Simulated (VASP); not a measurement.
# TcN2 (Fm-3m) in VASP: further runs

Runs on TcN2. Level: PBE. Tasks: single point.

Everything below comes from runs of VASP 6.6.1. Logs are shortened: lines on timing, memory, paths and dates and some standing lists are left out, and cuts for length are marked.

### 1 The cell of the first run

Symmetry: Fm-3m, No. 225, cubic system. The conventional cell has a = 4.806 Å, b = 4.806 Å, c = 4.806 Å, α = 90.00°, β = 90.00°, γ = 90.00°. Within 2.8 Å of Tc (site symmetry m-3m) lie 8 N at 2.08 Å. Within 2.8 Å of N (site symmetry -43m) lie 4 Tc at 2.08 Å and 6 N at 2.40 Å.

### 2 Single point, PBE

INCAR

```
  PREC = Accurate
  ENCUT = 520
  EDIFF = 1E-6
  ISMEAR = 1
  SIGMA = 0.1
  LREAL = False
  LASPH = True
  NELM = 60
  ALGO = Normal
  ISIF = 2
  LWAVE = False
  LCHARG = True
  GGA = PE
  LELF = True
  LVHAR = True
  NBANDS = 18
```

KPOINTS

```
regular mesh
0
Gamma
  8 8 8
```

POSCAR

```
TcN2
1.0
    0.0000000000      2.4031079603      2.4031079603
    2.4031079603      0.0000000000      2.4031079603
    2.4031079603      2.4031079603      0.0000000000
Tc N
1 2
Direct
    0.0000000000      0.0000000000      0.0000000000
    0.7500000000      0.7500000000      0.7500000000
    0.2500000000      0.2500000000      0.2500000000
```

Potentials or basis: VASP PAW PBE potentials, release 64 (Tc_pv, N).

The run is started by

```console
$ cat potpaw_PBE.64/Tc_pv/POTCAR potpaw_PBE.64/N/POTCAR > POTCAR
$ mpirun -np 1 vasp_std > vasp.out
```

OUTCAR:

```text
PREC = Accurate
   ENCUT = 520
   EDIFF = 1E-6
   ISMEAR = 1
   LREAL = False
   LASPH = True
   NELM = 60
   ISIF = 2
   GGA = PE

 ion  position               nearest neighbor table
   1  0.000  0.000  0.000-   2 2.08   2 2.08   2 2.08   2 2.08   3 2.08   3 2.08   3 2.08   3 2.08

   2  0.750  0.750  0.750-   1 2.08   1 2.08   1 2.08   1 2.08
   3  0.250  0.250  0.250-   1 2.08   1 2.08   1 2.08   1 2.08

  LATTYP: Found a face centered cubic cell.
 ALAT       =     4.8062159206

  Lattice vectors:

 A1 = (   0.0000000000,   2.4031079603,   2.4031079603)
 A2 = (   2.4031079603,   0.0000000000,   2.4031079603)
 A3 = (   2.4031079603,   2.4031079603,   0.0000000000)

Analysis of symmetry for initial positions (statically):
=====================================================================
 Subroutine PRICEL returns:
 Original cell was already a primitive cell.

 Routine SETGRP: Setting up the symmetry group for a
 face centered cubic supercell.

 Subroutine GETGRP returns: Found 48 space group operations
 (whereof 48 operations were pure point group operations)
 out of a pool of 48 trial point group operations.

The static configuration has the point symmetry O_h .

Analysis of symmetry for dynamics (positions and initial velocities):
=====================================================================
 Subroutine PRICEL returns:
 Original cell was already a primitive cell.

 Routine SETGRP: Setting up the symmetry group for a
 face centered cubic supercell.

 Subroutine GETGRP returns: Found 48 space group operations
 (whereof 48 operations were pure point group operations)
 out of a pool of 48 trial point group operations.

The dynamic configuration has the point symmetry O_h .

 Subroutine INISYM returns: Found 48 space group operations
 (whereof 48 operations are pure point group operations),
 and found     1 'primitive' translations

----------------------------------------------------------------------------------------

                                     Primitive cell

  volume of cell :      27.7556

  direct lattice vectors                    reciprocal lattice vectors
     0.000000000  2.403107960  2.403107960    -0.208063894  0.208063894  0.208063894
     2.403107960  0.000000000  2.403107960     0.208063894 -0.208063894  0.208063894
     2.403107960  2.403107960  0.000000000     0.208063894  0.208063894 -0.208063894

  length of vectors
     3.398507869  3.398507869  3.398507869     0.360377236  0.360377236  0.360377236

  position of ions in fractional coordinates (direct lattice)
     0.000000000  0.000000000  0.000000000
     0.750000000  0.750000000  0.750000000
     0.250000000  0.250000000  0.250000000

  ion indices of the primitive-cell ions
   primitive index   ion index
                 1           1
                 2           2
                 3           3

----------------------------------------------------------------------------------------

 KPOINTS: regular mesh

Automatic generation of k-mesh.
 Grid dimensions read from file:
 generate k-points for:    8    8    8

 Generating k-lattice:

  Cartesian coordinates                     Fractional coordinates (reciprocal lattice)
    -0.026007987  0.026007987  0.026007987     0.125000000  0.000000000  0.000000000
     0.026007987 -0.026007987  0.026007987     0.000000000  0.125000000  0.000000000
     0.026007987  0.026007987 -0.026007987     0.000000000  0.000000000  0.125000000

  Length of vectors
     0.045047154  0.045047154  0.045047154

  Shift w.r.t. Gamma in fractional coordinates (k-lattice)
     0.000000000  0.000000000  0.000000000

 Subroutine IBZKPT returns following result:
 ===========================================

 Found     29 irreducible k-points:

 Following reciprocal coordinates:
            Coordinates               Weight
  0.000000  0.000000  0.000000      1.000000
  0.125000  0.000000  0.000000      8.000000
  0.250000  0.000000  0.000000      8.000000
  0.375000  0.000000  0.000000      8.000000
  0.500000  0.000000  0.000000      4.000000
  0.125000  0.125000  0.000000      6.000000
[... 16 lines left out ...]
  0.500000  0.250000  0.125000     48.000000
 -0.375000  0.250000  0.125000     24.000000
 [... further k-points ...]
   k-points           NKPTS =     29   k-points in BZ     NKDIM =     29   number of bands    NBANDS=     18
   number of dos      NEDOS =    301   number of ions     NIONS =      3
   total plane-waves  NPLWV =  21952
   dimension x,y,z NGX =    28 NGY =   28 NGZ =   28
   dimension x,y,z NGXF=    56 NGYF=   56 NGZF=   56
   ions per type =               1   2
   NGX,Y,Z   is equivalent  to a cutoff of  13.70, 13.70, 13.70 a.u.
   NGXF,Y,Z  is equivalent  to a cutoff of  27.39, 27.39, 27.39 a.u.
 SYSTEM =  unknown system
   PREC   = accura    normal or accurate (medium, high low for compatibility)
   ISTART =      0    job   : 0-new  1-cont  2-samecut
   ICHARG =      2    charge: 1-file 2-atom 10-const
   ISPIN  =      1    spin polarized calculation?
   LNONCOLLINEAR =      F non collinear calculations
   LSORBIT =      F    spin-orbit coupling
   LASPH  =      T    aspherical Exc in radial PAW
   ENCUT  =  520.0 eV  38.22 Ry    6.18 a.u.   6.32  6.32  6.32*2*pi/ulx,y,z
   NELM   =     60;   NELMIN=  2; NELMDL= -5     # of ELM steps
   EDIFF  = 0.1E-05   stopping-criterion for ELM
   LREAL  =      F    real-space projection
[... 7 lines left out ...]
   TEBEG  =    0.0;   TEEND  =   0.0 temperature during run
   PSTRESS=    0.0 pullay stress
   NELECT =      23.0000    total number of electrons
   NUPDOWN=      -1.0000    fix difference up-down
   EMIN   =  10.00;   EMAX   =-10.00  energy-range for DOS
   EFERMI =   0.00;   METHOD = LEGACY
   ISMEAR =     1;   SIGMA  =   0.10  broadening in eV -4-tet -1-fermi 0-gaus
   EFERMI_NEDOS =   21; number of points for ismear=-14 and -15
   IALGO  =     38    algorithm
   IMIX   =      4    mixing-type and parameters
     AMIX     =   0.40;   BMIX     =  1.00
     AMIX_MAG =   1.60;   BMIX_MAG =  1.00
  volume/ion in A,a.u.               =       9.25        62.43
  Fermi-wavevector in a.u.,A,eV,Ry     =   1.537685  2.905804 32.170655  2.364476
  Thomas-Fermi vector in A             =   2.644159
   LORBIT       =      0    0 simple, 1 ext, 2 COOP (PROOUT), +10 PAW based schemes
   GGA     = PE    functional components
   LHFCALC =     F    Hartree Fock is set to
   AEXX    =    0.0000 exact exchange contribution
   IVDW    =     0    specifies the selected vdW correction
   LEPSILON=     F    determine dielectric tensor
   LRPA    =     F    only Hartree local field effects (RPA)
 non-spin polarized calculation
 Methfessel and Paxton  Order N= 1 SIGMA  =   0.10
  energy-cutoff  :      520.00
  volume of cell :       27.76
 maximum number of plane-waves:       757
 NGX is ok and might be reduce to    28
   NGX = 13   NGY = 13   NGZ = 13

 number of electron      23.0000003 magnetization

 Free energy of the ion-electron system (eV)
  ---------------------------------------------------
  ext. energy  EPLUGINS =         0.00000000
  ---------------------------------------------------
  free energy    TOTEN  =       -24.63404763 eV

  energy without entropy =      -24.63276747  energy(sigma->0) =      -24.63362091

 E-fermi :   9.7243     XC(G=0): -13.0780

 val. band max:        9.6735199759   @ k =  -0.2500   0.5000   0.2500
 cond. band min:       9.7352649040   @ k =  -0.3750   0.3750   0.1250
 fundamental gap:      0.0617449281
 Fermi energy:         9.7242993997

 k-point     1 :       0.0000    0.0000    0.0000
  band No.  band energies     occupation
      1     -29.9414      2.00000
      2     -29.9414      2.00000
      3     -29.9414      2.00000
      4      -7.7302      2.00000
      5      -1.5456      2.00000
      6       2.2394      2.00000
[... 10 lines left out ...]
     17      19.1767      0.00000
     18      22.4978      0.00000

 k-point     2 :       0.1250    0.0000    0.0000
  band No.  band energies     occupation
      1     -29.9728      2.00000
      2     -29.9458      2.00000
      3     -29.9458      2.00000
      4      -7.4776      2.00000
      5      -2.2048      2.00000
      6       2.4152      2.00000
[... 10 lines left out ...]
     17      19.5966      0.00000
     18      22.9041      0.00000

 k-point     3 :       0.2500    0.0000    0.0000
  band No.  band energies     occupation
      1     -30.0476      2.00000
      2     -29.9566      2.00000
      3     -29.9566      2.00000
      4      -6.8164      2.00000
      5      -3.2346      2.00000
      6       2.8422      2.00000
[... 10 lines left out ...]
     17      20.3667      0.00000
     18      23.5998      0.00000

 k-point     4 :       0.3750    0.0000    0.0000
  band No.  band energies     occupation
      1     -30.1213      2.00000
      2     -29.9674      2.00000
      3     -29.9674      2.00000
      4      -6.0542      2.00000
      5      -3.9662      2.00000
      6       3.2321      2.00000
[... 10 lines left out ...]
     17      20.1824      0.00000
     18      24.7305      0.00000

 k-point     5 :       0.5000    0.0000    0.0000
  band No.  band energies     occupation
      1     -30.1514      2.00000
      2     -29.9719      2.00000
      3     -29.9719      2.00000
      4      -5.6923      2.00000
      5      -4.2312      2.00000
      6       3.3623      2.00000
[... 10 lines left out ...]
     17      19.7909      0.00000
     18      25.3698      0.00000

 k-point     6 :       0.1250    0.1250    0.0000
  band No.  band energies     occupation
      1     -29.9733      2.00000
      2     -29.9523      2.00000
      3     -29.9523      2.00000
      4      -7.3900      2.00000
      5      -2.3748      2.00000
      6       2.4547      2.00000
[... 10 lines left out ...]
     17      19.4636      0.00000
     18      22.4597      0.00000

 k-point     7 :       0.2500    0.1250    0.0000
  band No.  band energies     occupation
      1     -30.0286      2.00000
      2     -29.9644      2.00000
      3     -29.9624      2.00000
      4      -6.8527      2.00000
      5      -3.1745      2.00000
      6       2.7977      2.00000
[... 10 lines left out ...]
     17      19.9946      0.00000
     18      23.2367      0.00000

 k-point     8 :       0.3750    0.1250    0.0000
  band No.  band energies     occupation
      1     -30.0980      2.00000
      2     -29.9775      2.00000
      3     -29.9752      2.00000
      4      -6.0919      2.00000
      5      -3.9074      2.00000
      6       3.1644      2.00000
[... 10 lines left out ...]
     17      20.4293      0.00000
     18      24.3880      0.00000
[... 229 lines left out ...]
     17      21.1140      0.00000
     18      25.1425      0.00000

 k-point    20 :      -0.3750    0.3750    0.0000
  band No.  band energies     occupation
      1     -30.1134      2.00000
      2     -30.0616      2.00000
      3     -30.0014      2.00000
      4      -4.7576      2.00000
      5      -4.5775      2.00000
      6       2.0677      2.00000
[... 10 lines left out ...]
     17      21.2110      0.00000
     18      25.2622      0.00000

 k-point    21 :       0.5000    0.5000    0.0000
  band No.  band energies     occupation
      1     -30.1516      2.00000
      2     -30.0156      2.00000
      3     -30.0156      2.00000
      4      -4.6596      2.00000
      5      -4.5875      2.00000
      6       1.3636      2.00000
[... 10 lines left out ...]
     17      21.4088      0.00000
     18      25.0736      0.00000

 k-point    22 :       0.3750    0.2500    0.1250
  band No.  band energies     occupation
      1     -30.0684      2.00000
      2     -29.9941      2.00000
      3     -29.9698      2.00000
      4      -6.2450      2.00000
      5      -3.7655      2.00000
      6       2.9173      2.00000
[... 10 lines left out ...]
     17      20.3918      0.00000
     18      23.9847      0.00000

 k-point    23 :       0.5000    0.2500    0.1250
  band No.  band energies     occupation
      1     -30.1074      2.00000
      2     -30.0193      2.00000
      3     -29.9818      2.00000
      4      -5.5378      2.00000
      5      -4.2512      2.00000
      6       2.9110      2.00000
[... 10 lines left out ...]
     17      20.7358      0.00000
     18      24.7503      0.00000

 k-point    24 :      -0.3750    0.2500    0.1250
  band No.  band energies     occupation
      1     -30.1238      2.00000
      2     -30.0281      2.00000
      3     -29.9880      2.00000
      4      -5.2001      2.00000
      5      -4.4356      2.00000
      6       2.8790      2.00000
[... 10 lines left out ...]
     17      20.6703      0.00000
     18      25.0807      0.00000

 [... further k-points ...]

------------------------ aborting loop because EDIFF is reached ----------------------------------------

  FORCE on cell =-STRESS in cart. coord.  units (eV):
  Direction    XX          YY          ZZ          XY          YZ          ZX
  --------------------------------------------------------------------------------------
  -------------------------------------------------------------------------------------
  Total        1.8021868      1.8021868      1.8021868      0.0000000      0.0000000      0.0000000
  in kB      104.0304658    104.0304658    104.0304658      0.0000000      0.0000000      0.0000000
  external PRESSURE =     104.0304658 kB  Pullay stress =       0.0000000 kB

 VOLUME and BASIS-vectors are now :
 -----------------------------------------------------------------------------
  energy-cutoff  :      520.00
  volume of cell :       27.76
      direct lattice vectors                 reciprocal lattice vectors
     0.000000000  2.403107960  2.403107960    -0.208063894  0.208063894  0.208063894
     2.403107960  0.000000000  2.403107960     0.208063894 -0.208063894  0.208063894
     2.403107960  2.403107960  0.000000000     0.208063894  0.208063894 -0.208063894

 POSITION                                       TOTAL-FORCE (eV/Angst)
 -----------------------------------------------------------------------------------
      0.00000      0.00000      0.00000         0.000000      0.000000      0.000000
      3.60466      3.60466      3.60466         0.000000      0.000000     -0.000000
      1.20155      1.20155      1.20155        -0.000000     -0.000000      0.000000
 -----------------------------------------------------------------------------------
    total drift:                               -0.000000     -0.000000      0.000000

  FREE ENERGIE OF THE ION-ELECTRON SYSTEM (eV)
  ---------------------------------------------------
  free  energy   TOTEN  =       -24.6340476320 eV

  energy  without entropy=      -24.6327674728  energy(sigma->0) =      -24.63362091
```

It took 22 s on 1 thread of Intel Xeon Platinum 8375C at 2.90GHz (Ice Lake), shared host; peak memory 0.16 GiB.

Results:

```yaml
Free_energy: -24.6340 eV
Pressure: 10.4 GPa
```

Levels at points of the mesh, in eV from the Fermi level:
```
           k point  band 9  band 10  band 11  band 12  band 13  band 14
(0.00, 0.00, 0.00)   -1.27    -1.27     0.10     0.10     0.10     6.52
(0.50, 0.00, 0.00)   -2.71    -2.03    -2.03    -0.73    -0.73     2.80
(0.50, 0.50, 0.00)   -3.13    -3.13    -0.25     0.30     1.24     3.03
```

(Part 1 of 2 ends here.)
